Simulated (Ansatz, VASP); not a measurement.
**Two plane-wave programs on BaTiO3**

```xyz
5
Lattice="4.0782 0.0000 0.0000 0.0000 4.0782 0.0000 0.0000 0.0000 4.0968" Properties=species:S:1:pos:R:3 pbc="T T T"
Ba    0.0000    0.0000   -0.0379
Ti    2.0391    2.0391    1.9454
O     2.0391    2.0391    0.1299
O     2.0391    0.0000    2.1112
O     0.0000    2.0391    2.1112
```

Change from the starting cell: volume scaled by 1.06, ions relaxed.

Alike in both runs: functional PBE; k mesh 8 × 8 × 8; occupations fermi-dirac, width 0.02 eV; no spin polarisation.

Ansatz relaxed the structure, and its values are those at the end. VASP's run is a single point on that final structure, the one shown.

|  | VASP | Ansatz |
| --- | --- | --- |
| version | VASP 6.6.1 | Ansatz 0.2.0 |
| potentials or method | VASP PAW PBE potentials, release 64 (Ba_sv, Ti_sv, O) | plane-wave PAW, scalar-relativistic |
| plane-wave cutoff (eV) | 520 | 420 |
| valence electrons in the cell | 40 | 40 |

VASP gave:

- gap on the k mesh at the Fermi level (eV): 1.72
- pressure (GPa): -2.8
- rms of the force components (eV/Å): 0.037

Problem. Estimate Ansatz's values.

Solution. gap on the k mesh at the Fermi level (eV): 1.78; pressure (GPa): -4.2; rms of the force components (eV/Å): 0.007.

With one functional, cell and mesh, what is left measures potentials, basis and numerics. Ansatz's warnings: stress scf threshold loose.

Spin-orbit coupling is off throughout.
